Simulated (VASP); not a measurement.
# CaGa7N8 (a cell with a defect) in VASP: single point with PBE

Aim: the single point of CaGa7N8 (a cell with a defect) with PBE.

All numbers are computed with VASP 6.6.1; they aren't measurements. Logs are shortened: lines on timing, memory, paths and dates and some standing lists are left out, and cuts for length are marked.

### 1 The cell of the first run

The cell holds a defect, 16 atoms: a = 5.243 Å, b = 6.437 Å, c = 6.437 Å, α = 120.00°, β = 90.00°, γ = 90.00°.

### 2 Single point, PBE

File INCAR:

```
SYSTEM = CaGa7N8
PREC     = Accurate       ! precision mode
ENCUT    = 520            ! plane-wave cutoff, eV
EDIFF    = 1E-7           ! SCF threshold, eV
ISMEAR   = 0              ! smearing method
SIGMA    = 0.01           ! smearing width, eV
LREAL    = Auto         
LASPH    = .True.         ! aspherical terms in the spheres
NELM     = 80             ! most SCF steps
ALGO     = Normal         ! electronic algorithm
ISIF     = 2              ! what is computed and relaxed
LWAVE    = .False.        ! write WAVECAR
LCHARG   = .False.        ! write CHGCAR
GGA      = PE             ! functional
NBANDS   = 84             ! bands
NELECT   = 142.0
```

File KPOINTS:

```
regular mesh
0
Gamma
  3 3 3
  0 0 0
```

File POSCAR:

```
CaGa7N8
1.0
    0.0000000000      0.0000000000      5.2431684676
   -6.4367416399      0.0000000000      0.0000000000
    3.2183708199     -5.5743817777      0.0000000000
Ca Ga N
1 7 8
Direct
    0.5035922231      0.1654118798      0.3349395475
    0.4932554261      0.1700734587      0.8372892218
    0.4932454022      0.6630695984      0.3302924962
    0.4932609920      0.6630557288      0.8373042825
    1.0046724787      0.3346926122      0.1656820264
    1.0046874025      0.3346840696      0.6735399085
    1.0046802626      0.8268313319      0.1656911212
    0.9946118164      0.8320627186      0.6683040118
    0.9315835684      0.1654027509      0.3349649221
    0.8687874793      0.1631828532      0.8338554800
    0.8687731730      0.6665102270      0.3371828994
    0.8687926149      0.6665047692      0.8338690179
    0.3648619148      0.3473879412      0.1529593844
    0.3648831164      0.3473689992      0.6988920351
    0.3648777690      0.8014541154      0.1529835044
    0.3712027346      0.8320649837      0.6682973681
```

Potentials or basis: VASP PAW PBE potentials, release 64 (Ca_sv, Ga_d, N).

The run is started by

```console
cat potpaw_PBE.64/Ca_sv/POTCAR potpaw_PBE.64/Ga_d/POTCAR potpaw_PBE.64/N/POTCAR > POTCAR
mpirun -np 1 vasp_std > vasp.out
```

OUTCAR:

```text
SYSTEM = CaGa7N8
   PREC = Accurate
   ENCUT = 520
   EDIFF = 1E-7
   ISMEAR = 0
   LREAL = Auto
   LASPH = .True.
   NELM = 80
   ISIF = 2
   GGA = PE
   NELECT = 142.0

 ion  position               nearest neighbor table
   1  0.504  0.165  0.335-  14 2.16  15 2.16  13 2.16   9 2.24
   2  0.493  0.170  0.837-  13 1.89  14 1.89  10 1.97  16 1.99
   3  0.493  0.663  0.330-  13 1.89  15 1.89  11 1.97  16 1.99
   4  0.493  0.663  0.837-  15 1.89  14 1.89  12 1.97  16 1.99
   5  0.005  0.335  0.166-  13 1.89   9 1.93  11 1.98  10 1.98
   6  0.005  0.335  0.674-  14 1.89   9 1.93  10 1.98  12 1.98
[... 8 lines left out ...]
  15  0.365  0.801  0.153-   4 1.89   3 1.89   7 1.89   1 2.16
  16  0.371  0.832  0.668-   8 1.97   3 1.99   2 1.99   4 1.99

  LATTYP: Found a hexagonal cell.
 ALAT       =     6.4367416399
 C/A-ratio  =     0.8145687307

  Lattice vectors:

 A1 = (  -6.4367416399,   0.0000000000,   0.0000000000)
 A2 = (   3.2183708199,  -5.5743817777,   0.0000000000)
 A3 = (   0.0000000000,   0.0000000000,   5.2431684676)

Analysis of symmetry for initial positions (statically):
=====================================================================
 Subroutine PRICEL returns:
 Original cell was already a primitive cell.

 Routine SETGRP: Setting up the symmetry group for a
 hexagonal supercell.

 Subroutine GETGRP returns: Found  1 space group operations
 (whereof  1 operations were pure point group operations)
 out of a pool of 24 trial point group operations.

The static configuration has the point symmetry C_1 .

Analysis of symmetry for dynamics (positions and initial velocities):
=====================================================================
 Subroutine PRICEL returns:
 Original cell was already a primitive cell.

 Routine SETGRP: Setting up the symmetry group for a
 hexagonal supercell.

 Subroutine GETGRP returns: Found  1 space group operations
 (whereof  1 operations were pure point group operations)
 out of a pool of 24 trial point group operations.

The dynamic configuration has the point symmetry C_1 .

 Subroutine INISYM returns: Found  1 space group operations
 (whereof  1 operations are pure point group operations),
 and found     1 'primitive' translations

----------------------------------------------------------------------------------------

                                     Primitive cell

  volume of cell :     188.1294

  direct lattice vectors                    reciprocal lattice vectors
     0.000000000  0.000000000  5.243168468     0.000000000  0.000000000  0.190724369
    -6.436741640  0.000000000  0.000000000    -0.155358108 -0.089696045  0.000000000
     3.218370820 -5.574381778  0.000000000     0.000000000 -0.179392090  0.000000000

  length of vectors
     5.243168468  6.436741640  6.436741640     0.190724369  0.179392090  0.179392090

  position of ions in fractional coordinates (direct lattice)
     0.503592223  0.165411880  0.334939547
     0.493255426  0.170073459  0.837289222
     0.493245402  0.663069598  0.330292496
     0.493260992  0.663055729  0.837304282
     0.004672479  0.334692612  0.165682026
     0.004687402  0.334684070  0.673539908
[... 8 lines left out ...]
     0.364877769  0.801454115  0.152983504
     0.371202735  0.832064984  0.668297368

  ion indices of the primitive-cell ions
   primitive index   ion index
                 1           1
                 2           2
                 3           3
                 4           4
                 5           5
                 6           6
[... 8 lines left out ...]
                15          15
                16          16

----------------------------------------------------------------------------------------

 KPOINTS: regular mesh

Automatic generation of k-mesh.
 Grid dimensions read from file:
 generate k-points for:    3    3    3

 Generating k-lattice:

  Cartesian coordinates                     Fractional coordinates (reciprocal lattice)
     0.000000000  0.000000000  0.063574790     0.333333333  0.000000000  0.000000000
    -0.051786036 -0.029898682  0.000000000     0.000000000  0.333333333  0.000000000
     0.000000000 -0.059797363  0.000000000     0.000000000  0.000000000  0.333333333

  Length of vectors
     0.063574790  0.059797363  0.059797363

  Shift w.r.t. Gamma in fractional coordinates (k-lattice)
     0.000000000  0.000000000  0.000000000

 Subroutine IBZKPT returns following result:
 ===========================================

 Found     14 irreducible k-points:

 Following reciprocal coordinates:
            Coordinates               Weight
  0.000000  0.000000  0.000000      1.000000
  0.333333  0.000000  0.000000      2.000000
  0.000000  0.333333  0.000000      2.000000
  0.000000  0.000000  0.333333      2.000000
  0.000000 -0.333333  0.333333      2.000000
  0.333333  0.333333  0.000000      2.000000
  0.333333  0.000000  0.333333      2.000000
  0.333333 -0.333333  0.333333      2.000000
  0.333333 -0.333333  0.000000      2.000000
  0.333333  0.000000 -0.333333      2.000000
  0.333333  0.333333 -0.333333      2.000000
  0.000000  0.333333  0.333333      2.000000
  0.333333  0.333333  0.333333      2.000000
  0.333333 -0.333333 -0.333333      2.000000
   k-points           NKPTS =     14   k-points in BZ     NKDIM =     14   number of bands    NBANDS=     84
   number of dos      NEDOS =    301   number of ions     NIONS =     16
   total plane-waves  NPLWV =  92160
   dimension x,y,z NGX =    40 NGY =   48 NGZ =   48
   dimension x,y,z NGXF=    80 NGYF=   96 NGZF=   96
   ions per type =               1   7   8
   NGX,Y,Z   is equivalent  to a cutoff of  12.68, 12.40, 12.40 a.u.
   NGXF,Y,Z  is equivalent  to a cutoff of  25.37, 24.79, 24.79 a.u.
 SYSTEM =  CaGa7N8
   PREC   = accura    normal or accurate (medium, high low for compatibility)
   ISTART =      0    job   : 0-new  1-cont  2-samecut
   ICHARG =      2    charge: 1-file 2-atom 10-const
   ISPIN  =      1    spin polarized calculation?
   LNONCOLLINEAR =      F non collinear calculations
   LSORBIT =      F    spin-orbit coupling
   LASPH  =      T    aspherical Exc in radial PAW
   ENCUT  =  520.0 eV  38.22 Ry    6.18 a.u.   9.75 11.97 11.97*2*pi/ulx,y,z
   NELM   =     80;   NELMIN=  2; NELMDL= -5     # of ELM steps
   EDIFF  = 0.1E-06   stopping-criterion for ELM
   LREAL  =      T    real-space projection
   EDIFFG = 0.1E-05   stopping-criterion for IOM
   NSW    =      0    number of steps for IOM
   IBRION =     -1    ionic relax: 0-MD 1-quasi-New 2-CG
   NFREE  =      0    steps in history (QN), initial steepest desc. (CG)
   ISIF   =      2    stress and relaxation
   ISYM   =      2    0-nonsym 1-usesym 2-fastsym
   POTIM  = 0.5000    time-step for ionic-motion
   TEBEG  =    0.0;   TEEND  =   0.0 temperature during run
   PSTRESS=    0.0 pullay stress
   NELECT =     142.0000    total number of electrons
   NUPDOWN=      -1.0000    fix difference up-down
   EMIN   =  10.00;   EMAX   =-10.00  energy-range for DOS
   EFERMI =   0.00;   METHOD = LEGACY
   ISMEAR =     0;   SIGMA  =   0.01  broadening in eV -4-tet -1-fermi 0-gaus
   EFERMI_NEDOS =   21; number of points for ismear=-14 and -15
   IALGO  =     38    algorithm
   IMIX   =      4    mixing-type and parameters
     AMIX     =   0.40;   BMIX     =  1.00
     AMIX_MAG =   1.60;   BMIX_MAG =  1.00
  volume/ion in A,a.u.               =      11.76        79.35
  Fermi-wavevector in a.u.,A,eV,Ry     =   1.490569  2.816767 30.229368  2.221796
  Thomas-Fermi vector in A             =   2.603334
   LORBIT       =      0    0 simple, 1 ext, 2 COOP (PROOUT), +10 PAW based schemes
   GGA     = PE    functional components
   LHFCALC =     F    Hartree Fock is set to
   AEXX    =    0.0000 exact exchange contribution
   IVDW    =     0    specifies the selected vdW correction
   LEPSILON=     F    determine dielectric tensor
   LRPA    =     F    only Hartree local field effects (RPA)
 non-spin polarized calculation
 Gauss-broadening in eV      SIGMA  =   0.01
  energy-cutoff  :      520.00
  volume of cell :      188.13
 maximum number of plane-waves:      5076
 NGX is ok and might be reduce to    40
   NGX = 19   NGY = 23   NGZ = 23

 number of electron     142.0000051 magnetization

 Free energy of the ion-electron system (eV)
  ---------------------------------------------------
  ext. energy  EPLUGINS =         0.00000000
  ---------------------------------------------------
  free energy    TOTEN  =       -89.12547375 eV

  energy without entropy =      -89.12547375  energy(sigma->0) =      -89.12547375

 E-fermi :   5.4332     XC(G=0): -11.5347

 val. band max:        5.3348981997   @ k =   0.3333   0.0000  -0.3333
 cond. band min:       6.8809496816   @ k =   0.0000   0.0000   0.0000
 fundamental gap:      1.5460514819
 Fermi energy:         5.4331905856

 k-point     1 :       0.0000    0.0000    0.0000
  band No.  band energies     occupation
      1     -32.1541      2.00000
      2     -13.6407      2.00000
      3     -13.6407      2.00000
      4     -13.5078      2.00000
      5     -10.7531      2.00000
      6     -10.0740      2.00000
[... 75 lines left out ...]
     82      12.6184      0.00000
     83      12.6186      0.00000

 k-point     2 :       0.3333    0.0000    0.0000
  band No.  band energies     occupation
      1     -32.1539      2.00000
      2     -13.6357      2.00000
      3     -13.6357      2.00000
      4     -13.5672      2.00000
      5     -10.4913      2.00000
      6     -10.0561      2.00000
[... 75 lines left out ...]
     82      12.4407      0.00000
     83      12.4408      0.00000
[... 944 lines left out ...]
     82      12.0880      0.00000
     83      12.2055      0.00000

 k-point    14 :       0.3333   -0.3333   -0.3333
  band No.  band energies     occupation
      1     -32.1538      2.00000
      2     -13.6601      2.00000
      3     -13.6487      2.00000
      4     -13.5628      2.00000
      5     -10.1879      2.00000
      6     -10.1736      2.00000
[... 75 lines left out ...]
     82      12.0887      0.00000
     83      12.2099      0.00000
 [bands above 83 left out]

------------------------ aborting loop because EDIFF is reached ----------------------------------------

  FORCE on cell =-STRESS in cart. coord.  units (eV):
  Direction    XX          YY          ZZ          XY          YZ          ZX
  --------------------------------------------------------------------------------------
  -------------------------------------------------------------------------------------
  Total       23.1998102     23.1996425     21.0682439     -0.0011825      0.0014233     -0.0032987
  in kB      197.5779229    197.5764947    179.4247381     -0.0100709      0.0121210     -0.0280928
  external PRESSURE =     191.5263852 kB  Pullay stress =       0.0000000 kB

 VOLUME and BASIS-vectors are now :
 -----------------------------------------------------------------------------
  energy-cutoff  :      520.00
  volume of cell :      188.13
      direct lattice vectors                 reciprocal lattice vectors
     0.000000000  0.000000000  5.243168468     0.000000000  0.000000000  0.190724369
    -6.436741640  0.000000000  0.000000000    -0.155358108 -0.089696045  0.000000000
     3.218370820 -5.574381778  0.000000000     0.000000000 -0.179392090  0.000000000

 POSITION                                       TOTAL-FORCE (eV/Angst)
 -----------------------------------------------------------------------------------
      0.01325     -1.86708      2.64042         0.000766     -0.000045      0.008738
      1.59999     -4.66737      2.58622        -0.020846     -0.009332     -0.010442
     -3.20500     -1.84118      2.58617        -0.002759      0.022169     -0.010204
     -1.57316     -4.66745      2.58625         0.021815     -0.012452     -0.009223
     -1.62110     -0.92357      0.02450         0.014350     -0.007948      0.017794
      0.01343     -3.75457      0.02458        -0.001343      0.019254      0.018175
[... 8 lines left out ...]
     -4.66640     -0.85279      1.91312         0.041675      0.022190     -0.016872
     -3.20496     -3.72534      1.94628         0.000492     -0.000193      0.004865
 -----------------------------------------------------------------------------------
    total drift:                               -0.008713      0.003385     -0.002198

  FREE ENERGIE OF THE ION-ELECTRON SYSTEM (eV)
  ---------------------------------------------------
  free  energy   TOTEN  =       -89.1254737492 eV

  energy  without entropy=      -89.1254737492  energy(sigma->0) =      -89.12547375
```

Wall time 5.9 min (1 thread of AMD EPYC 7R13 (Zen 3), shared host); peak memory 0.34 GiB.

Results:

```
Free energy   : -89.1255 eV
Largest force : 0.050 eV/Å
```

Forces on the atoms (eV/Å):
```
Ca   0.001  0.000  0.009
Ga  -0.021 -0.009 -0.010
Ga  -0.003  0.022 -0.010
Ga   0.022 -0.012 -0.009
Ga   0.014 -0.008  0.018
Ga  -0.001  0.019  0.018
Ga  -0.017 -0.008  0.018
Ga  -0.001  0.000  0.002
N    0.001  0.000  0.031
N    0.005  0.002 -0.007
N    0.001 -0.006 -0.006
N   -0.004  0.003 -0.007
N   -0.039  0.022 -0.017
N    0.001 -0.047 -0.017
N    0.042  0.022 -0.017
N    0.000  0.000  0.005
```

Levels at points of the mesh, in eV from the Fermi level:
```tsv
k point	band 68	band 69	band 70	band 71	band 72	band 73	band 74	band 75
(0.00, 0.00, 0.00)	-0.87	-0.40	-0.19	-0.19	1.45	3.64	4.05	4.05
```

Caveat: the cell carries a net charge on a neutralising background, which shifts energy and pressure; the cell is charged against a uniform background, so pressure and absolute levels hang on convention.
